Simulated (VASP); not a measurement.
# HfB2 (so) (P6/mmm) in VASP: notebook

Runs on HfB2 (so). Level: PBE. Tasks: single point.

All numbers are computed with VASP 6.6.1; they aren't measurements. Logs are shortened: lines on timing, memory, paths and dates and some standing lists are left out, and cuts for length are marked.

**1. The cell of the first run**

Symmetry: P6/mmm, No. 191, hexagonal system. Conventional cell: a = 3.145 Å, b = 3.145 Å, c = 3.483 Å, α = 90.00°, β = 90.00°, γ = 120.00°. Within 3.3 Å of Hf (site symmetry 6/mmm) lie 12 B at 2.52 Å and 6 Hf at 3.14 Å. Within 2.4 Å of B (site symmetry -6m2) lie 3 B at 1.82 Å.

**2. Single point, PBE, non-collinear spin, zero start, spin-orbit coupling**

Input file INCAR:

```
PREC = Accurate
ENCUT = 520
EDIFF = 1E-6
ISMEAR = 0
SIGMA = 0.1
LREAL = F
LASPH = T
NELM = 150
ALGO = Normal
ISIF = 2
LWAVE = F
LCHARG = F
MAGMOM = 0 0 0 0 0 0 0 0 0
LORBIT = 11
LSORBIT = T
GGA_COMPAT = F
LORBMOM = T
LMAXMIX = 4
GGA = PE
NBANDS = 29
```

Input file KPOINTS:

```
Automatic mesh
0
Gamma
  15 15 12
```

Input file POSCAR:

```
HfB2
1.0
    3.1445513859      0.0000000000      0.0000000000
   -1.5722756930      2.7232613837      0.0000000000
    0.0000000000      0.0000000000      3.4834376210
Hf B
1 2
Direct
    0.0000000000      0.0000000000      0.0000000000
    0.3333333333      0.6666666667      0.5000000000
    0.6666666667      0.3333333333      0.5000000000
```

Potentials or basis: VASP PAW PBE potentials, release 64 (Hf_pv, B).

On the command line:

```bash
$ cat potpaw_PBE.64/Hf_pv/POTCAR potpaw_PBE.64/B/POTCAR > POTCAR
$ mpirun -np 1 vasp_ncl > vasp.out
```

OUTCAR:

```text
PREC = Accurate
   ENCUT = 520
   EDIFF = 1E-6
   ISMEAR = 0
   LREAL = F
   LASPH = T
   NELM = 150
   ISIF = 2
   LORBIT = 11
   LSORBIT = T
   GGA = PE

 ion  position               nearest neighbor table
   1  0.000  0.000  0.000-   2 2.52   3 2.52   2 2.52   3 2.52   3 2.52   3 2.52   2 2.52   2 2.52
                             3 2.52   3 2.52   2 2.52   2 2.52
   2  0.333  0.667  0.500-   3 1.82   3 1.82   3 1.82   1 2.52   1 2.52   1 2.52   1 2.52   1 2.52
                             1 2.52
   3  0.667  0.333  0.500-   2 1.82   2 1.82   2 1.82   1 2.52   1 2.52   1 2.52   1 2.52   1 2.52
                             1 2.52

  LATTYP: Found a hexagonal cell.
 ALAT       =     3.1445513859
 C/A-ratio  =     1.1077693424

  Lattice vectors:

 A1 = (   3.1445513859,   0.0000000000,   0.0000000000)
 A2 = (  -1.5722756930,   2.7232613837,   0.0000000000)
 A3 = (   0.0000000000,   0.0000000000,   3.4834376210)

Analysis of symmetry for initial positions (statically):
=====================================================================
 Subroutine PRICEL returns:
 Original cell was already a primitive cell.

 Routine SETGRP: Setting up the symmetry group for a
 hexagonal supercell.

 Subroutine GETGRP returns: Found 24 space group operations
 (whereof 24 operations were pure point group operations)
 out of a pool of 24 trial point group operations.

The static configuration has the point symmetry D_6h.

Analysis of symmetry for dynamics (positions and initial velocities):
=====================================================================
 Subroutine PRICEL returns:
 Original cell was already a primitive cell.

 Routine SETGRP: Setting up the symmetry group for a
 hexagonal supercell.

 Subroutine GETGRP returns: Found 24 space group operations
 (whereof 24 operations were pure point group operations)
 out of a pool of 24 trial point group operations.

The dynamic configuration has the point symmetry D_6h.

Analysis of structural, dynamic, and magnetic symmetry:
=====================================================================
 Subroutine PRICEL returns:
 Original cell was already a primitive cell.

 Routine SETGRP: Setting up the symmetry group for a
 hexagonal supercell.

 Subroutine GETGRP returns: Found 24 space group operations
 (whereof 24 operations were pure point group operations)
 out of a pool of 24 trial point group operations.

The overall configuration has the point symmetry D_6h.

 Subroutine INISYM returns: Found 24 space group operations
 (whereof 24 operations are pure point group operations),
 and found     1 'primitive' translations

----------------------------------------------------------------------------------------

                                     Primitive cell

  volume of cell :      29.8302

  direct lattice vectors                    reciprocal lattice vectors
     3.144551386  0.000000000  0.000000000     0.318010386  0.183603382  0.000000000
    -1.572275693  2.723261384  0.000000000     0.000000000  0.367206764  0.000000000
     0.000000000  0.000000000  3.483437621     0.000000000  0.000000000  0.287072745

  length of vectors
     3.144551386  3.144551386  3.483437621     0.367206764  0.367206764  0.287072745

  position of ions in fractional coordinates (direct lattice)
     0.000000000  0.000000000  0.000000000
     0.333333333  0.666666667  0.500000000
     0.666666667  0.333333333  0.500000000

  ion indices of the primitive-cell ions
   primitive index   ion index
                 1           1
                 2           2
                 3           3

----------------------------------------------------------------------------------------

 KPOINTS: Automatic mesh

Automatic generation of k-mesh.
 Grid dimensions read from file:
 generate k-points for:   15   15   12

 Generating k-lattice:

[... 102 lines left out ...]

 number of electron      15.9999997 magnetization       0.0000000      0.0000000      0.0000000

 number of electron      15.9999997 magnetization       0.0000000     -0.0000000     -0.0000000

 Free energy of the ion-electron system (eV)
  ---------------------------------------------------
  ext. energy  EPLUGINS =         0.00000000
  ---------------------------------------------------
  free energy    TOTEN  =       -27.06448488 eV

  energy without entropy =      -27.06341672  energy(sigma->0) =      -27.06395080

 E-fermi :   7.6571     XC(G=0): -12.5803

 val. band max:        7.6470207718   @ k =   0.0667   0.0667   0.4167
 cond. band min:       7.7104389589   @ k =   0.1333   0.1333   0.2500
 fundamental gap:      0.0634181870
 Fermi energy:         7.6571125050

 k-point     1 :       0.0000    0.0000    0.0000
  band No.  band energies     occupation
      1     -27.4711      1.00000
      2     -27.4711      1.00000
      3     -20.6631      1.00000
      4     -20.6631      1.00000
      5     -20.2827      1.00000
      6     -20.2827      1.00000
[... 733 lines left out ...]
     27      17.6093      0.00000
     28      17.6094      0.00000

 [... further k-points ...]

 [bands above 28 left out]

------------------------ aborting loop because EDIFF is reached ----------------------------------------

  FORCE on cell =-STRESS in cart. coord.  units (eV):
  Direction    XX          YY          ZZ          XY          YZ          ZX
  --------------------------------------------------------------------------------------
  -------------------------------------------------------------------------------------
  Total       -0.0406439     -0.0406439      0.0713461      0.0000000      0.0000000      0.0000000
  in kB       -2.1829828     -2.1829828      3.8319922      0.0000000      0.0000000      0.0000000
  external PRESSURE =      -0.1779911 kB  Pullay stress =       0.0000000 kB

 VOLUME and BASIS-vectors are now :
 -----------------------------------------------------------------------------
  energy-cutoff  :      520.00
  volume of cell :       29.83
      direct lattice vectors                 reciprocal lattice vectors
     3.144551386  0.000000000  0.000000000     0.318010386  0.183603382  0.000000000
    -1.572275693  2.723261384  0.000000000     0.000000000  0.367206764  0.000000000
     0.000000000  0.000000000  3.483437621     0.000000000  0.000000000  0.287072745

 POSITION                                       TOTAL-FORCE (eV/Angst)
 -----------------------------------------------------------------------------------
      0.00000      0.00000      0.00000         0.000000      0.000000     -0.000000
     -0.00000      1.81551      1.74172         0.000000      0.000000     -0.000000
      1.57228      0.90775      1.74172        -0.000000      0.000000      0.000000
 -----------------------------------------------------------------------------------
    total drift:                               -0.000000      0.000000     -0.000000

  FREE ENERGIE OF THE ION-ELECTRON SYSTEM (eV)
  ---------------------------------------------------
  free  energy   TOTEN  =       -27.0644848760 eV

  energy  without entropy=      -27.0634167238  energy(sigma->0) =      -27.06395080

 orbital moment (x)

 # of ion     p       d       tot
 ----------------------------------------
  1         0.000   0.000   0.000
  2        -0.000   0.000  -0.000
  3        -0.000   0.000  -0.000
 ----------------------------------------
           -0.000   0.000  -0.000

 orbital moment (y)

 # of ion     p       d       tot
 ----------------------------------------
  1        -0.000   0.000  -0.000
  2        -0.000   0.000  -0.000
  3        -0.000   0.000  -0.000
 ----------------------------------------
           -0.000   0.000  -0.000

 orbital moment (z)

 # of ion     p       d       tot
 ----------------------------------------
  1         0.000   0.000   0.000
  2         0.000   0.000   0.000
  3         0.000   0.000   0.000
 ----------------------------------------
            0.000   0.000   0.000

 Spin-Orbit-Coupling matrix elements

 Ion:    1  E_soc:     -1.3140435
 l=   1
     0.0000000    -0.2106987    -0.2114067
    -0.2106987     0.0000000    -0.2106987
    -0.2114067    -0.2106987     0.0000000
 l=   2
     0.0000000    -0.0015921     0.0000000    -0.0015921    -0.0078453
    -0.0015921     0.0000000    -0.0043442    -0.0013156    -0.0015921
     0.0000000    -0.0043442     0.0000000    -0.0043442     0.0000000
    -0.0015921    -0.0013156    -0.0043442     0.0000000    -0.0015921
    -0.0078453    -0.0015921     0.0000000    -0.0015921     0.0000000
 l=   3
     0.0000000     0.0000000     0.0000000     0.0000000     0.0000000     0.0000000     0.0000000
     0.0000000     0.0000000     0.0000000     0.0000000     0.0000000     0.0000000     0.0000000
     0.0000000     0.0000000     0.0000000     0.0000000     0.0000000     0.0000000     0.0000000
     0.0000000     0.0000000     0.0000000     0.0000000     0.0000000     0.0000000     0.0000000
[... 29 lines left out ...]
 l=   2
     0.0000000     0.0000000     0.0000000     0.0000000     0.0000000
     0.0000000     0.0000000     0.0000000     0.0000000     0.0000000
     0.0000000     0.0000000     0.0000000     0.0000000     0.0000000
     0.0000000     0.0000000     0.0000000     0.0000000     0.0000000
     0.0000000     0.0000000     0.0000000     0.0000000     0.0000000
 l=   3
     0.0000000     0.0000000     0.0000000     0.0000000     0.0000000     0.0000000     0.0000000
     0.0000000     0.0000000     0.0000000     0.0000000     0.0000000     0.0000000     0.0000000
     0.0000000     0.0000000     0.0000000     0.0000000     0.0000000     0.0000000     0.0000000
     0.0000000     0.0000000     0.0000000     0.0000000     0.0000000     0.0000000     0.0000000
     0.0000000     0.0000000     0.0000000     0.0000000     0.0000000     0.0000000     0.0000000
     0.0000000     0.0000000     0.0000000     0.0000000     0.0000000     0.0000000     0.0000000
     0.0000000     0.0000000     0.0000000     0.0000000     0.0000000     0.0000000     0.0000000

 total charge

# of ion       s       p       d       tot
------------------------------------------
    1        0.297   6.628   1.837   8.761
    2        0.663   1.271   0.000   1.934
    3        0.663   1.271   0.000   1.934
--------------------------------------------------
tot          1.623   9.170   1.837  12.629

 magnetization (x)

# of ion       s       p       d       tot
------------------------------------------
    1        0.000  -0.000   0.000  -0.000
    2        0.000   0.000   0.000   0.000
    3       -0.000   0.000   0.000  -0.000
--------------------------------------------------
tot          0.000  -0.000   0.000  -0.000

 magnetization (y)

# of ion       s       p       d       tot
------------------------------------------
    1       -0.000   0.000   0.000   0.000
    2       -0.000   0.000   0.000  -0.000
    3       -0.000   0.000   0.000  -0.000
--------------------------------------------------
tot         -0.000   0.000   0.000  -0.000

 magnetization (z)

# of ion       s       p       d       tot
------------------------------------------
    1        0.000   0.000   0.000   0.000
    2        0.000   0.000   0.000   0.000
    3        0.000   0.000   0.000   0.000
--------------------------------------------------
tot          0.000   0.000   0.000   0.000
```

Run time: 3.7 min. Hardware: 1 thread of Intel Xeon 6975P-C (Granite Rapids), shared host; peak memory 0.37 GiB.

What came out:

```yaml
Free_energy: -27.0645 eV
Pressure: 0.0 GPa
Net_moment: 0.00 μB per cell
Valence_electrons_inside_the_program's_atomic_spheres: Hf 8.76; B 1.93
```

Stress tensor (GPa, compression positive):
```
-0.22  0.00  0.00
 0.00 -0.22  0.00
 0.00  0.00  0.38
```

Moments on the atoms (μB; x, y, z):
```
Hf  0.00 0.00 0.00
B   0.00 0.00 0.00
B   0.00 0.00 0.00
```

**3. Single point, PBE, non-collinear spin, zero start, spin-orbit coupling (volume scaled by 1.06, then relaxed in part)**

Input file INCAR:

```
PREC = Accurate ; ENCUT = 520
EDIFF = 1E-6 ; ISMEAR = 0
SIGMA = 0.1 ; LREAL = F
LASPH = T ; NELM = 150
ALGO = Normal ; ISIF = 2
LWAVE = F ; LCHARG = F
MAGMOM = 0 0 0 0 0 0 0 0 0 ; LORBIT = 11
LSORBIT = T ; GGA_COMPAT = F
LORBMOM = T ; LMAXMIX = 4
GGA = PE ; NBANDS = 29
```

KPOINTS is that of step 2.

Input file POSCAR:

```
HfB2
1.0
    3.2001580323      0.0000000000      0.0000000000
   -1.6000790162      2.7714181521      0.0000000000
    0.0000000000      0.0000000000      3.5652373229
Hf B
1 2
Direct
    0.0000000000      0.0000000000      0.0000000000
    0.3333333333      0.6666666667      0.5000000000
    0.6666666667      0.3333333333      0.5000000000
```

Potentials or basis: VASP PAW PBE potentials, release 64 (Hf_pv, B).

On the command line:

```bash
$ cat potpaw_PBE.64/Hf_pv/POTCAR potpaw_PBE.64/B/POTCAR > POTCAR
$ mpirun -np 1 vasp_ncl > vasp.out
```

It took 2.7 min on 1 thread of Intel Xeon 6975P-C (Granite Rapids), shared host; peak memory 0.39 GiB.

It converged, with:

| Quantity | Value |
| --- | --- |
| Free energy | -26.9891 eV |
| Pressure | -13.1 GPa |
| Net moment | 0.00 μB per cell |
| Valence electrons inside the program's atomic spheres | Hf 8.59; B 1.87 |

Stress tensor (GPa, compression positive):
```
-13.21   0.00   0.00
  0.00 -13.21   0.00
  0.00   0.00 -12.82
```

Moments on the atoms (μB; x, y, z):
```
Hf  0.00 0.00 0.00
B   0.00 0.00 0.00
B   0.00 0.00 0.00
```
